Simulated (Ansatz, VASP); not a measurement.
**One calculation of Be, two programs**

INCAR

```
SYSTEM = Be
ALGO = Fast
EDIFF = 1E-6
ENCUT = 520
GGA = PE
ISIF = 2
ISMEAR = 0
IVDW = 12
LASPH = .TRUE.
LCHARG = .FALSE.
LREAL = .FALSE.
LWAVE = .FALSE.
NBANDS = 9
NELM = 80
PREC = Accurate
SIGMA = 0.15
```

File KPOINTS:

```
k-points
0
G
  24 24 12
  0 0 0
```

The input POSCAR:

```
Be
1.0
    2.2141966284      0.0000000000      0.0000000000
   -1.1070983142      1.9175505292      0.0000000000
    0.0000000000      0.0000000000      3.5001053904
Be
2
Direct
    0.3486669704      0.7391549781      0.2500000000
    0.6513330296      0.2608450219      0.7500000000
```

Input for Ansatz:

```yaml
crystal:
  lattice:
    - [2.2141966284, 0.0, 0.0]
    - [-1.1070983142, 1.9175505292, 0.0]
    - [0.0, 0.0, 3.5001053904]
  atoms:
    - { symbol: Be, position: [0.3486669704, 0.7391549781, 0.25] }
    - { symbol: Be, position: [0.6513330296, 0.2608450219, 0.75] }
basis:
  ecutwfc: 520.0
kpoints:
  mp_grid: { grid: [24, 24, 12] }
hamiltonian:
  xc: pbe
  dispersion: d3bj
scf:
  occupations: { method: gaussian, width: 0.15 }
output:
  forces: true
  stress: true
  eigenvalues: true
```

Change from the starting cell: mode 4 frozen in at -0.046 Å and mode 5 at +0.139 Å (largest displacements).

Alike in both runs: task single point; functional PBE; dispersion D3(BJ); k mesh 24 × 24 × 12; occupations gaussian, width 0.15 eV; no spin polarisation.

|  | VASP | Ansatz |
| --- | --- | --- |
| version | VASP 6.6.1 | Ansatz 0.2.0 |
| potentials or method | VASP PAW PBE potentials, release 64 (Be), cutoff 520 eV | scalar-relativistic, plane waves, PAW |
| valence electrons in the cell | 4 | 4 |

|  | VASP | Ansatz | Ansatz less VASP |
| --- | --- | --- | --- |
| gap on the k mesh at the Fermi level (eV) | none | none | - |
| pressure (GPa) | 2.2 | 2.0 | -0.18 |
| traceless stress, the component that is largest in VASP (GPa) | -9.57 | -9.53 | +0.040 |
| rms of the force components (eV/Å) | 0.750 | 0.750 | 0.0000 |

Atom by atom the forces differ by 0.000 eV/Å (rms over components). A gap of «none» marks a metal or a gap that the smearing closes.
